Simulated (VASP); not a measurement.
Here is a VASP 6.6.1 calculation.

Contents of INCAR:

```
PREC     = Accurate       # precision mode
ENCUT    = 520            # plane-wave cutoff, eV
EDIFF    = 1E-6           # SCF threshold, eV
ISMEAR   = 0              # smearing method
SIGMA    = 0.1            # smearing width, eV
LREAL    = False          # projectors in reciprocal space
LASPH    = True           # aspherical terms in the spheres
NELM     = 60             # most SCF steps
ALGO     = Normal         # electronic algorithm
ISIF     = 2              # what is computed and relaxed
LWAVE    = False          # write WAVECAR
LCHARG   = True           # write CHGCAR
GGA      = PE             # functional
LELF     = True           # ELF
LVHAR    = True         
NBANDS   = 58             # bands
```

Contents of KPOINTS:

```
Automatic mesh
0
Gamma
  6 8 6
```

POSCAR

```
GePt
1.0
    5.7190000000      0.0000000000      0.0000000000
    0.0000000000      3.6970000000      0.0000000000
    0.0000000000      0.0000000000      6.0840000000
Ge Pt
4 4
Direct
    0.1850000000      0.2500000000      0.5900000000
    0.3150000000      0.7500000000      0.0900000000
    0.6850000000      0.2500000000      0.9100000000
    0.8150000000      0.7500000000      0.4100000000
    0.9995000000      0.2500000000      0.1908000000
    0.5005000000      0.7500000000      0.6908000000
    0.4995000000      0.2500000000      0.3092000000
    0.0005000000      0.7500000000      0.8092000000
```

Potentials or basis: VASP PAW PBE potentials, release 64 (Ge_d, Pt).

The run is started by

```sh
$ cat potpaw_PBE.64/Ge_d/POTCAR potpaw_PBE.64/Pt/POTCAR > POTCAR
$ mpirun -np 1 vasp_std > vasp.out
```

Problem. Predict the band gap on the k mesh.

Solution. Zero (bands 48 and 49 overlap by 1.52 eV).

Problem. Predict the largest force.

Solution. 0.100 eV/Å.

Problem. Estimate the pressure.

Solution. 8.3 GPa.

Forces in eV/Å, atoms in the order of the input:
```
Ge  -0.063  0.000 -0.078
Ge   0.063  0.000 -0.078
Ge  -0.063  0.000  0.078
Ge   0.063  0.000  0.078
Pt   0.076  0.000 -0.018
Pt  -0.076  0.000 -0.018
Pt   0.076  0.000  0.018
Pt  -0.076  0.000  0.018
```

Caveat: the cell stands under pressure; spin-orbit coupling is left out, which moves the levels of the heavy elements.
